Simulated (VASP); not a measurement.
Set up this calculation in VASP 6.6.1, as the native input.

```
Task                   : relaxation of cell and atoms
Functional             : PBE
Potentials or basis    : VASP PAW PBE potentials, release 64 (Pb_d, S)
Cutoff                 : 600 eV
k mesh                 : 11 × 11 × 11
Occupations            : fermi-dirac, width 0.08 eV
Spin                   : no spin polarisation
Target pressure        : 4.5 GPa
Dipole correction      : no
Further INCAR settings : ALGO = Normal; EDIFF = 1e-06; IBRION = 2; EDIFFG = -0.005; NSW = 60; ISIF = 3
```

The structure of PbS (zincblende type) lies in POSCAR:

```
PbS
1.0
    0.0000000000      3.0906432118      3.0906432118
    3.0906432118      0.0000000000      3.0906432118
    3.0906432118      3.0906432118      0.0000000000
Pb S
1 1
Direct
    0.0000000000      0.0000000000      0.0000000000
    0.2500000000      0.2500000000      0.2500000000
```

These files were run (other wordings do the same):

INCAR

```
PREC = Accurate
ENCUT = 600
EDIFF = 1E-6
ISMEAR = -1
SIGMA = 0.08
LREAL = False
LASPH = True
NELM = 80
ALGO = Normal
ISIF = 3
LWAVE = False
LCHARG = False
GGA = PE
IBRION = 2
NSW = 60
EDIFFG = -0.005
PSTRESS = 45.0
```

KPOINTS

```
regular mesh
0
Gamma
  11 11 11
```

Potentials or basis: VASP PAW PBE potentials, release 64 (Pb_d, S).

Run with:

```bash
$ cat potpaw_PBE.64/Pb_d/POTCAR potpaw_PBE.64/S/POTCAR > POTCAR
$ mpirun -np 1 vasp_std > vasp.out
```

It gave:

The relaxed volume is 33.11 Å³/atom, the relaxed cell is a = 4.541 Å, b = 4.541 Å, c = 4.541 Å, α = 60.00°, β = 60.00°, γ = 60.00° and the space group after relaxing (to 0.05 Å) is F-43m (No. 216). The energy change on relaxing (the enthalpy is what falls) is -176.5 meV/atom and the ionic steps are 3. The pressure after relaxing is 4.5 GPa and the band gap on the k mesh is 0.66 eV, indirect (least direct gap 1.16 eV).

Caveat: the cell is relaxed towards a set pressure, so the enthalpy falls and the energy may rise; spin-orbit coupling is left out, which moves the levels of the heavy elements.

Wall time 54 s on 1 thread of Intel(R) Xeon(R) 6975P-C (Granite Rapids), with other jobs on the host, peak memory 0.25 GiB.
